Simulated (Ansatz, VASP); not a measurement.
One calculation of SnTe, two programs

```
Sn Te
1.0
     0.00000    3.21714    3.21714
     3.21714    0.00000    3.21714
     3.21714    3.21714    0.00000
Sn Te
1 1
Direct
  0.00000 0.00000 0.00000
  0.50000 0.50000 0.50000
```

Alike in both runs: task single point; functional r2SCAN; k mesh 10 × 10 × 10; occupations gaussian, width 0.01 eV; no spin polarisation.

```csv
,VASP,Ansatz
version,VASP 6.6.1,Ansatz 0.2.0
potentials or method,"VASP PAW PBE potentials, release 64 (Sn_d, Te), cutoff 520 eV","scalar-relativistic, plane waves, PAW"
valence electrons in the cell,20,30
```

```csv
,VASP,Ansatz,Ansatz less VASP
gap on the k mesh at the Fermi level (eV),0.22,0.22,+0.001
least direct gap on the mesh (eV),0.22,0.22,+0.001
pressure (GPa),-1.2,-1.2,+0.01
```

VASP's potentials were made for PBE, not for r2SCAN. VASP's potentials hold 20 valence electrons a cell and Ansatz's 30, so a difference there can come from the potentials and not from the codes.

Neither program's run includes spin-orbit coupling.
